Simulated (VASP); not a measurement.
CaO, 2 atoms in the cell. The structure is cubic, space group Pm-3m (No. 221). The conventional cell has a = 2.889 Å, b = 2.889 Å, c = 2.889 Å, α = 90.00°, β = 90.00°, γ = 90.00°. Within 3.3 Å of Ca (site symmetry m-3m) lie 8 O at 2.50 Å and 6 Ca at 2.89 Å. O (site symmetry m-3m) has 8 Ca at 2.50 Å and 6 O at 2.89 Å within 3.3 Å. 

| Item | Value |
| --- | --- |
| Program | VASP 6.6.1 |
| Task | vibrations by perturbation theory |
| Functional | PBEsol |
| Potentials or basis | VASP PAW PBE potentials, release 64 (Ca_sv, O) |
| Cutoff | 520 eV |
| k mesh | 8 × 8 × 8 |
| Occupations | gaussian, width 0.01 eV |
| Spin | no spin polarisation |
| Dipole correction | no |
| Further INCAR settings | ALGO = Normal; EDIFF = 1e-08; IBRION = 8; NSW = 1 |

Potentials or basis: VASP PAW PBE potentials, release 64 (Ca_sv, O).

Run with:

```bash
$ cat potpaw_PBE.64/Ca_sv/POTCAR potpaw_PBE.64/O/POTCAR > POTCAR
$ mpirun -np 1 vasp_std > vasp.out
```

Hardware: 1 thread of Intel Xeon 8259CL, on a shared host.

Task: Estimate the wall time of this run.

Result: Run time: 7 min on 1 thread of Intel Xeon 8259CL (shared host), peak memory 0.2 GiB. Counts: scf iterations 242, k points 35.
